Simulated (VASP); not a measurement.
Here is a VASP 6.6.1 calculation.

Contents of INCAR:

```
  PREC = Accurate
  ENCUT = 600
  EDIFF = 1E-6
  ISMEAR = -1
  SIGMA = 0.08
  LREAL = F
  LASPH = T
  NELM = 100
  ALGO = Normal
  ISIF = 3
  LWAVE = F
  LCHARG = F
  GGA = PE
  IBRION = 2
  NSW = 60
  EDIFFG = -0.005
```

File KPOINTS:

```
regular mesh
0
Gamma
  16 16 15
```

Contents of POSCAR:

```
Re
1.0
    2.6733372948      0.0000000000      0.0000000000
   -1.3366686474      2.3151780102      0.0000000000
    0.0000000000      0.0000000000      2.5129370571
Re
1
Direct
    0.0000000000      0.0000000000      0.0000000000
```

Potentials or basis: VASP PAW PBE potentials, release 64 (Re).

Run with:

```sh
$ cat potpaw_PBE.64/Re/POTCAR > POTCAR
$ mpirun -np 1 vasp_std > vasp.out
```

**Question.** What does it give for the relaxed cell?

**Answer.** a = 2.766 Å, b = 2.766 Å, c = 2.460 Å, α = 90.00°, β = 90.00°, γ = 120.00°.

**Question.** Estimate the space group after relaxing (to 0.1 Å).

**Answer.** P6/mmm (No. 191).

Stress tensor (GPa, compression positive):
```
 0.05  0.00  0.00
 0.00  0.05  0.00
 0.00  0.00 -0.05
```
